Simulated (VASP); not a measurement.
# ZnC (Pmmn) in VASP: notebook, part 2 of 3

VASP 6.6.1. Earlier steps stand in the parts before.

## 3. Relaxation of cell and atoms, PBE

INCAR reads:

```
SYSTEM = ZnC
PREC = Accurate ; ENCUT = 600
EDIFF = 1E-6 ; ISMEAR = 0
SIGMA = 0.1 ; LREAL = .FALSE.
LASPH = .TRUE. ; NELM = 60
ALGO = Fast ; ISIF = 3
LWAVE = .FALSE. ; LCHARG = .FALSE.
GGA = PE ; IBRION = 2
NSW = 90 ; EDIFFG = -0.04
```

KPOINTS reads:

```
Automatic mesh
0
G
  6 4 4
  0 0 0
```

POSCAR reads:

```
ZnC
1.0
    2.6904922900      0.0000000000      0.0000000000
    0.0000000000      3.8580735100      0.0000000000
    0.0000000000      0.0000000000      5.8761947000
Zn C
2 2
Direct
    0.0000000000      0.5000000000      0.4243667700
    0.5000000000      0.0000000000      0.5756332300
    0.0000000000      0.5000000000      0.7206623700
    0.5000000000      0.0000000000      0.2793376300
```

Potentials or basis: VASP PAW PBE potentials, release 64 (Zn, C).

On the command line:

```console
> cat potpaw_PBE.64/Zn/POTCAR potpaw_PBE.64/C/POTCAR > POTCAR
> mpirun -np 1 vasp_std > vasp.out
```

OUTCAR:

```text
SYSTEM = ZnC
   PREC = Accurate
   ENCUT = 600
   EDIFF = 1E-6
   ISMEAR = 0
   LREAL = .FALSE.
   LASPH = .TRUE.
   NELM = 60
   ISIF = 3
   GGA = PE
   IBRION = 2
   NSW = 90
   EDIFFG = -0.04

 ion  position               nearest neighbor table
   1  0.000  0.500  0.424-   3 1.74   4 2.50   4 2.50   4 2.50   4 2.50   2 2.51   2 2.51   2 2.51
                             2 2.51
   2  0.500  0.000  0.576-   4 1.74   3 2.50   3 2.50   3 2.50   3 2.50   1 2.51   1 2.51   1 2.51
                             1 2.51
   3  0.000  0.500  0.721-   1 1.74   2 2.50   2 2.50   2 2.50   2 2.50
   4  0.500  0.000  0.279-   2 1.74   1 2.50   1 2.50   1 2.50   1 2.50

  LATTYP: Found a simple orthorhombic cell.
 ALAT       =     2.6904922900
 B/A-ratio  =     1.4339656443
 C/A-ratio  =     2.1840592972

  Lattice vectors:

 A1 = (   2.6904922900,   0.0000000000,   0.0000000000)
 A2 = (   0.0000000000,   3.8580735100,   0.0000000000)
 A3 = (   0.0000000000,   0.0000000000,   5.8761947000)

Analysis of symmetry for initial positions (statically):
=====================================================================
 Subroutine PRICEL returns:
 Original cell was already a primitive cell.

 Routine SETGRP: Setting up the symmetry group for a
 simple orthorhombic supercell.

 Subroutine GETGRP returns: Found  8 space group operations
 (whereof  4 operations were pure point group operations)
 out of a pool of  8 trial point group operations.

The static configuration has the point symmetry C_2v.
 The point group associated with its full space group is D_2h.

Analysis of symmetry for dynamics (positions and initial velocities):
=====================================================================
 Subroutine PRICEL returns:
 Original cell was already a primitive cell.

 Routine SETGRP: Setting up the symmetry group for a
 simple orthorhombic supercell.

 Subroutine GETGRP returns: Found  8 space group operations
 (whereof  4 operations were pure point group operations)
 out of a pool of  8 trial point group operations.

The dynamic configuration has the point symmetry C_2v.
 The point group associated with its full space group is D_2h.

 Subroutine INISYM returns: Found  8 space group operations
 (whereof  4 operations are pure point group operations),
 and found     1 'primitive' translations

----------------------------------------------------------------------------------------

                                     Primitive cell

  volume of cell :      60.9956

  direct lattice vectors                    reciprocal lattice vectors
     2.690492290  0.000000000  0.000000000     0.371679192  0.000000000  0.000000000
     0.000000000  3.858073510  0.000000000     0.000000000  0.259196720  0.000000000
     0.000000000  0.000000000  5.876194700     0.000000000  0.000000000  0.170178160

  length of vectors
     2.690492290  3.858073510  5.876194700     0.371679192  0.259196720  0.170178160

  position of ions in fractional coordinates (direct lattice)
     0.000000000  0.500000000  0.424366770
     0.500000000  0.000000000  0.575633230
     0.000000000  0.500000000  0.720662370
     0.500000000  0.000000000  0.279337630

  ion indices of the primitive-cell ions
   primitive index   ion index
                 1           1
                 2           2
                 3           3
                 4           4

----------------------------------------------------------------------------------------

 KPOINTS: Automatic mesh

Automatic generation of k-mesh.
 Grid dimensions read from file:
 generate k-points for:    6    4    4

 Generating k-lattice:

  Cartesian coordinates                     Fractional coordinates (reciprocal lattice)
     0.061946532  0.000000000  0.000000000     0.166666667  0.000000000  0.000000000
     0.000000000  0.064799180  0.000000000     0.000000000  0.250000000  0.000000000
     0.000000000  0.000000000  0.042544540     0.000000000  0.000000000  0.250000000

  Length of vectors
     0.061946532  0.064799180  0.042544540

  Shift w.r.t. Gamma in fractional coordinates (k-lattice)
     0.000000000  0.000000000  0.000000000

 Subroutine IBZKPT returns following result:
 ===========================================

 Found     36 irreducible k-points:

 Following reciprocal coordinates:
            Coordinates               Weight
  0.000000  0.000000  0.000000      1.000000
  0.166667  0.000000  0.000000      2.000000
  0.333333  0.000000  0.000000      2.000000
  0.500000  0.000000  0.000000      1.000000
  0.000000  0.250000  0.000000      2.000000
  0.166667  0.250000  0.000000      4.000000
[... 16 lines left out ...]
  0.333333  0.500000  0.250000      4.000000
  0.500000  0.500000  0.250000      2.000000
 [... further k-points ...]
   k-points           NKPTS =     36   k-points in BZ     NKDIM =     36   number of bands    NBANDS=     20
   number of dos      NEDOS =    301   number of ions     NIONS =      4
   total plane-waves  NPLWV =  36864
   dimension x,y,z NGX =    24 NGY =   32 NGZ =   48
   dimension x,y,z NGXF=    48 NGYF=   64 NGZF=   96
   ions per type =               2   2
   NGX,Y,Z   is equivalent  to a cutoff of  14.83, 13.79, 13.58 a.u.
   NGXF,Y,Z  is equivalent  to a cutoff of  29.66, 27.58, 27.16 a.u.
 SYSTEM =  ZnC
   PREC   = accura    normal or accurate (medium, high low for compatibility)
   ISTART =      0    job   : 0-new  1-cont  2-samecut
   ICHARG =      2    charge: 1-file 2-atom 10-const
   ISPIN  =      1    spin polarized calculation?
   LNONCOLLINEAR =      F non collinear calculations
   LSORBIT =      F    spin-orbit coupling
   LASPH  =      T    aspherical Exc in radial PAW
   ENCUT  =  600.0 eV  44.10 Ry    6.64 a.u.   5.37  7.71 11.74*2*pi/ulx,y,z
   NELM   =     60;   NELMIN=  2; NELMDL= -5     # of ELM steps
   EDIFF  = 0.1E-05   stopping-criterion for ELM
   LREAL  =      F    real-space projection
   EDIFFG = -.4E-01   stopping-criterion for IOM
   NSW    =     90    number of steps for IOM
   IBRION =      2    ionic relax: 0-MD 1-quasi-New 2-CG
   NFREE  =      1    steps in history (QN), initial steepest desc. (CG)
   ISIF   =      3    stress and relaxation
   ISYM   =      2    0-nonsym 1-usesym 2-fastsym
   POTIM  = 0.5000    time-step for ionic-motion
   TEBEG  =    0.0;   TEEND  =   0.0 temperature during run
   PSTRESS=    0.0 pullay stress
   NELECT =      32.0000    total number of electrons
   NUPDOWN=      -1.0000    fix difference up-down
   EMIN   =  10.00;   EMAX   =-10.00  energy-range for DOS
   EFERMI =   0.00;   METHOD = LEGACY
   ISMEAR =     0;   SIGMA  =   0.10  broadening in eV -4-tet -1-fermi 0-gaus
   EFERMI_NEDOS =   21; number of points for ismear=-14 and -15
   IALGO  =     68    algorithm
   IMIX   =      4    mixing-type and parameters
     AMIX     =   0.40;   BMIX     =  1.00
     AMIX_MAG =   1.60;   BMIX_MAG =  1.00
  volume/ion in A,a.u.               =      15.25       102.90
  Fermi-wavevector in a.u.,A,eV,Ry     =   1.320359  2.495117 23.719686  1.743348
  Thomas-Fermi vector in A             =   2.450191
   LORBIT       =      0    0 simple, 1 ext, 2 COOP (PROOUT), +10 PAW based schemes
   GGA     = PE    functional components
   LHFCALC =     F    Hartree Fock is set to
   AEXX    =    0.0000 exact exchange contribution
   IVDW    =     0    specifies the selected vdW correction
   LEPSILON=     F    determine dielectric tensor
   LRPA    =     F    only Hartree local field effects (RPA)
 conjugate gradient relaxation of ions
 non-spin polarized calculation
 RMM-DIIS sequential band-by-band and
 Gauss-broadening in eV      SIGMA  =   0.10
  energy-cutoff  :      600.00
  volume of cell :       61.00
 maximum number of plane-waves:      2056
 NGX is ok and might be reduce to    24
   NGX = 11   NGY = 15   NGZ = 23

--------------------------------------- Ionic step        1  -------------------------------------------

 number of electron      31.9999991 magnetization

 Free energy of the ion-electron system (eV)
  ---------------------------------------------------
  ext. energy  EPLUGINS =         0.00000000
  ---------------------------------------------------
  free energy    TOTEN  =        -9.48485904 eV

  energy without entropy =       -9.46303748  energy(sigma->0) =       -9.47394826

------------------------ aborting loop because EDIFF is reached ----------------------------------------

  FORCE on cell =-STRESS in cart. coord.  units (eV):
  Direction    XX          YY          ZZ          XY          YZ          ZX
  --------------------------------------------------------------------------------------
  -------------------------------------------------------------------------------------
  Total        0.0116832     -0.4535837     16.6179464      0.0000000      0.0000000      0.0000000
  in kB        0.3068839    -11.9143281    436.5052877      0.0000000      0.0000000      0.0000000
  external PRESSURE =     141.6326145 kB  Pullay stress =       0.0000000 kB
[... 1218 lines left out ...]
     19       8.5798      0.00000
     20       8.5798      0.00000

 [... further k-points ...]

[... ionic steps 4 to 54 ...]

--------------------------------------- Ionic step       55  -------------------------------------------

 number of electron      32.0000021 magnetization

------------------------ aborting loop because EDIFF is reached ----------------------------------------
[... 71 lines left out ...]
--------------------------------------- Ionic step       57  -------------------------------------------

 number of electron      32.0000019 magnetization

 Free energy of the ion-electron system (eV)
  ---------------------------------------------------
  ext. energy  EPLUGINS =         0.00000000
  ---------------------------------------------------
  free energy    TOTEN  =       -14.07539837 eV

  energy without entropy =      -14.06334215  energy(sigma->0) =      -14.06937026

 E-fermi :   3.7212     XC(G=0): -12.0805

 val. band max:        3.7162077639   @ k =   0.5000   0.2500   0.2500
 cond. band min:       3.7273101614   @ k =   0.1667   0.5000   0.2500
 fundamental gap:      0.0111023975
 Fermi energy:         3.7211908337
[... 583 lines left out ...]
  FREE ENERGIE OF THE ION-ELECTRON SYSTEM (eV)
  ---------------------------------------------------
  free  energy   TOTEN  =       -14.0753983709 eV

  energy  without entropy=      -14.0633421512  energy(sigma->0) =      -14.06937026

 reached required accuracy - stopping structural energy minimisation
```

OSZICAR:

```text
N       E                     dE             d eps       ncg     rms          rms(c)
DAV:   1     0.204904019263E+03    0.20490E+03   -0.17406E+04  1440   0.230E+03
[... 648 lines left out ...]
RMM:   4    -0.140754340446E+02    0.98945E-03   -0.36643E-03  1447   0.547E-01    0.723E-02
RMM:   5    -0.140754263851E+02    0.76596E-05   -0.63000E-04  1445   0.287E-01    0.323E-02
RMM:   6    -0.140754039793E+02    0.22406E-04   -0.17917E-04  1442   0.103E-01    0.159E-02
RMM:   7    -0.140753987152E+02    0.52641E-05   -0.29372E-05  1416   0.567E-02    0.498E-03
RMM:   8    -0.140753994564E+02   -0.74124E-06   -0.10118E-05  1269   0.214E-02    0.387E-03
RMM:   9    -0.140753983540E+02    0.11024E-05   -0.22356E-06   960   0.123E-02    0.158E-03
RMM:  10    -0.140753983709E+02   -0.16944E-07   -0.53904E-07   804   0.848E-03
  57 F= -.14075398E+02 E0= -.14069370E+02  d E =-.164449E-02
```

It took 21 min on 1 thread of Oxide Virtual Turin-like, shared host; peak memory 0.2 GiB.

Results:

* Free energy: -14.0754 eV
* Relaxed volume: 10.69 Å³/atom
* Relaxed cell: a = 3.005 Å, b = 3.132 Å, c = 4.545 Å, α = 90.00°, β = 90.00°, γ = 90.00°
* Space group after relaxing (to 0.1 Å): Immm (No. 71)
* Energy gained by relaxing: 1147.6 meV/atom
* Ionic steps: 57
* Pressure after relaxing: -0.1 GPa
* Largest force after relaxing: 0.033 eV/Å
* Band gap on the k mesh: zero (bands 16 and 17 overlap by 3.83 eV)

Forces in eV/Å, atoms in the order of the input:
```
Zn   0.000  0.000 -0.032
Zn   0.000  0.000  0.032
C    0.000  0.000  0.033
C    0.000  0.000 -0.033
```

Step by step:
```csv
step,energy change (eV),largest force (eV/Å),pressure (GPa),volume (Å³)
1,0.0000,6.6813,14.16,61.00
3,-1.7556,1.3481,-11.96,67.12
5,-3.2443,1.6814,5.18,52.57
7,-3.5872,0.8765,8.34,52.21
9,-3.9814,0.1402,-1.30,58.04
11,-3.9819,0.1376,-0.93,57.88
13,-3.9946,0.0927,-0.86,57.82
15,-4.0001,0.0111,1.45,56.54
17,-4.0062,0.0136,-0.41,56.99
19,-4.0083,0.0107,-0.49,56.56
21,-4.0248,0.0274,0.68,52.97
23,-3.4151,2.5058,30.21,38.55
25,-4.0334,0.7548,11.62,43.09
27,-4.0955,0.2397,5.96,46.04
29,-4.0961,0.2589,5.93,45.93
31,-4.0970,0.3506,6.60,45.42
33,-4.1016,0.3563,6.56,45.45
35,-4.1208,0.3822,5.52,45.58
37,-4.1721,0.4700,1.78,46.08
39,-4.1904,0.4940,-1.79,46.63
41,-4.2324,0.4524,-1.49,46.19
43,-4.4036,0.2756,0.91,44.05
45,-4.5340,0.2142,7.08,40.94
47,-4.5367,0.2878,5.24,41.27
49,-4.5553,0.0791,4.72,41.44
51,-4.5647,0.1777,-3.64,44.14
53,-4.5813,0.1343,-0.75,43.00
55,-4.5870,0.0416,-1.43,43.16
57,-4.5905,0.0327,-0.08,42.77
```

Final structure:
```cif
data_structure
_symmetry_space_group_name_H-M 'P 1'
_symmetry_Int_Tables_number 1
_cell_length_a 3.0046
_cell_length_b 3.1320
_cell_length_c 4.5453
_cell_angle_alpha 90.000
_cell_angle_beta 90.000
_cell_angle_gamma 90.000
_cell_volume 42.77
loop_
_atom_site_label
_atom_site_type_symbol
_atom_site_fract_x
_atom_site_fract_y
_atom_site_fract_z
_atom_site_occupancy
Zn1 Zn 0.00000 0.50000 0.25058 1
Zn2 Zn 0.50000 0.00000 0.74942 1
C1 C 0.00000 0.50000 0.74895 1
C2 C 0.50000 0.00000 0.25105 1
```

Levels at points of the mesh, in eV from the Fermi level:
```
           k point  band 13  band 14  band 15  band 16  band 17  band 18  band 19  band 20
(0.00, 0.00, 0.00)    -4.85    -1.50    -0.80     0.83     1.29     1.31     3.62     6.57
(0.50, 0.00, 0.00)    -3.22    -3.22    -1.57    -1.57     1.84     1.84     8.14     8.14
(0.00, 0.50, 0.00)    -3.38    -3.38    -1.74    -1.74     2.02     2.02     8.94     8.94
(0.50, 0.50, 0.00)    -4.49    -4.49    -1.73    -1.73    -1.19    -1.19     3.10     3.10
(0.00, 0.00, 0.50)    -0.63    -0.63    -0.34    -0.31     0.25     0.28     6.73     6.76
(0.50, 0.00, 0.50)    -4.75    -4.75     1.72     1.72     2.02     2.02     6.79     6.79
(0.00, 0.50, 0.50)    -4.97    -4.97     1.77     1.77     2.19     2.19     7.05     7.05
(0.50, 0.50, 0.50)    -3.53    -3.53    -3.40    -3.40    -2.05    -2.05     6.70     6.70
```

Caveat: the k points lie up to 0.50 Å⁻¹ apart in the final cell, too coarse for converged energies and pressures of a metal; the volume moved by over 15 % at a fixed basis, so the end points are rough.

(Continued in part 3 of 3.)
